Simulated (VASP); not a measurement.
Set up this calculation in VASP 6.6.1, as the native input.

```
Task                   : single point
Functional             : PBEsol
Potentials or basis    : VASP PAW PBE potentials, release 64 (Ti_sv)
Cutoff                 : 520 eV
k mesh                 : 12 × 12 × 14
Occupations            : gaussian, width 0.15 eV
Spin                   : no spin polarisation
Dipole correction      : no
Further INCAR settings : ALGO = Fast; EDIFF = 1e-06; NBANDS = 25
```

The structure of Ti lies in POSCAR:

```
Ti
1.0
    4.6504000000      0.0000000000      0.0000000000
   -2.3252000000      4.0273645378      0.0000000000
    0.0000000000      0.0000000000      2.7144000000
Ti
3
Direct
    0.0000000000      0.0000000000      0.0000000000
    0.3333333333      0.6666666667      0.5000000000
    0.6666666667      0.3333333333      0.5000000000
```

This isn't the form of Ti at room conditions, which is hcp.

These files were run (other wordings do the same):

INCAR

```
SYSTEM = Ti
PREC     = Accurate       ! precision mode
ENCUT    = 520            ! plane-wave cutoff, eV
EDIFF    = 1E-6           ! SCF threshold, eV
ISMEAR   = 0              ! smearing method
SIGMA    = 0.15           ! smearing width, eV
LREAL    = .FALSE.        ! projectors in reciprocal space
LASPH    = .TRUE.         ! aspherical terms in the spheres
NELM     = 80             ! most SCF steps
ALGO     = Fast           ! electronic algorithm
ISIF     = 2              ! what is computed and relaxed
LWAVE    = .FALSE.        ! write WAVECAR
LCHARG   = .FALSE.        ! write CHGCAR
GGA      = PS             ! functional
NBANDS   = 25             ! bands
```

KPOINTS

```
Automatic mesh
0
G
  12 12 14
  0 0 0
```

Potentials or basis: VASP PAW PBE potentials, release 64 (Ti_sv).

Launch:

```bash
$ cat potpaw_PBE.64/Ti_sv/POTCAR > POTCAR
$ mpirun -np 1 vasp_std > vasp.out
```

It gave:

```yaml
Pressure: -3.0 GPa
Band_gap_on_the_k_mesh: zero (bands 18 and 19 overlap by 0.32 eV)
```

Caveat: the stress differs along the axes, from -7 to 4 GPa; the PAW data sets were made with another functional, which shifts forces and pressure a little.

Wall time 14 min on 1 thread of Intel Xeon 8259CL (shared host), peak memory 0.27 GiB.
